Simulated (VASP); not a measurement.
**HgS: single point with PBEsol**

The system is HgS.

```
Hg S
1.0
     0.00000    2.93822    2.93822
     2.93822    0.00000    2.93822
     2.93822    2.93822    0.00000
Hg S
1 1
Direct
  0.00000 0.00000 0.00000
  0.25000 0.25000 0.25000
```

```yaml
Program: VASP 6.6.1
Task: single point
Functional: PBEsol
Potentials_or_basis: VASP PAW PBE potentials, release 64 (Hg, S)
Cutoff: 500 eV
k_mesh: 12 × 12 × 12
Occupations: gaussian, width 0.1 eV
Spin: no spin polarisation
Dipole_correction: no
Further_INCAR_settings: ALGO = Normal; EDIFF = 1e-06; NBANDS = 16
```

```json
{"Pressure": "0.3 GPa", "Band gap on the k mesh": "zero (filled and empty bands touch)"}
```

Levels at points of the mesh, in eV from the Fermi level:
| k point | band 7 | band 8 | band 9 | band 10 | band 11 | band 12 |
| --- | --- | --- | --- | --- | --- | --- |
| (0.00, 0.00, 0.00) | -0.64 | -0.07 | -0.07 | -0.07 | 5.88 | 5.88 |
| (0.50, 0.00, 0.00) | -5.58 | -1.04 | -1.04 | 1.43 | 6.61 | 6.61 |
| (0.50, 0.50, 0.00) | -4.93 | -2.39 | -2.39 | 3.07 | 3.24 | 8.30 |

Run time: 30 s on 1 thread of AMD EPYC 9R45 96-Core Processor (Zen 5), with other jobs on the host, peak memory 0.17 GiB.

Caveat: the PAW data sets were made with another functional, which shifts forces and pressure a little; spin-orbit coupling is left out, which moves the levels of the heavy elements.
